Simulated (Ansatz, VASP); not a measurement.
**ZnBi3 in VASP and in Ansatz**

The input INCAR:

```
ALGO = Fast
EDIFF = 1E-7
ENCUT = 520
GGA = PE
ISIF = 2
ISMEAR = 0
LASPH = T
LCHARG = F
LREAL = F
LWAVE = F
NBANDS = 36
NELM = 60
PREC = Accurate
SIGMA = 0.1
```

Contents of KPOINTS:

```
k-points
0
Gamma
  10 10 10
```

Contents of POSCAR:

```
ZnBi3
1.0
    4.9310084567      0.0000000000      0.0000000000
    0.0000000000      4.9310084567      0.0000000000
    0.0000000000      0.0000000000      4.9310084567
Zn Bi
1 3
Direct
    0.0000000000      0.0000000000      0.0000000000
    0.0000000000      0.5000000000      0.5000000000
    0.5000000000      0.0000000000      0.5000000000
    0.5000000000      0.5000000000      0.0000000000
```

Input for Ansatz:

```yaml
crystal:
  lattice:
    - [4.9310084567, 0.0, 0.0]
    - [0.0, 4.9310084567, 0.0]
    - [0.0, 0.0, 4.9310084567]
  atoms:
    - { symbol: Zn, position: [0.0, 0.0, 0.0] }
    - { symbol: Bi, position: [0.0, 0.5, 0.5] }
    - { symbol: Bi, position: [0.5, 0.0, 0.5] }
    - { symbol: Bi, position: [0.5, 0.5, 0.0] }
basis:
  ecutwfc: 420
kpoints:
  mp_grid: { grid: [10, 10, 10] }
hamiltonian:
  xc: pbe
scf:
  occupations: { method: gaussian, width: 0.1 }
output:
  forces: true
  stress: true
  eigenvalues: true
```

Alike in both runs: task single point; functional PBE; k mesh 10 × 10 × 10; occupations gaussian, width 0.1 eV; no spin polarisation.

|  | VASP | Ansatz |
| --- | --- | --- |
| version | VASP 6.6.1 | Ansatz 0.2.0 |
| potentials or method | VASP PAW PBE potentials, release 64 (Zn, Bi_d), cutoff 520 eV | scalar-relativistic, plane waves, PAW |
| valence electrons in the cell | 57 | 57 |

VASP gave:

| Item | Value |
| --- | --- |
| gap on the k mesh at the Fermi level (eV) | none |
| pressure (GPa) | -1.6 |

**Question.** Estimate Ansatz's values.

**Answer.** gap on the k mesh at the Fermi level (eV): none; pressure (GPa): -1.5.

A gap of «none» marks a metal or a gap that the smearing closes. With one functional, cell and mesh, what is left measures potentials, basis and numerics.

Spin-orbit coupling is off throughout.
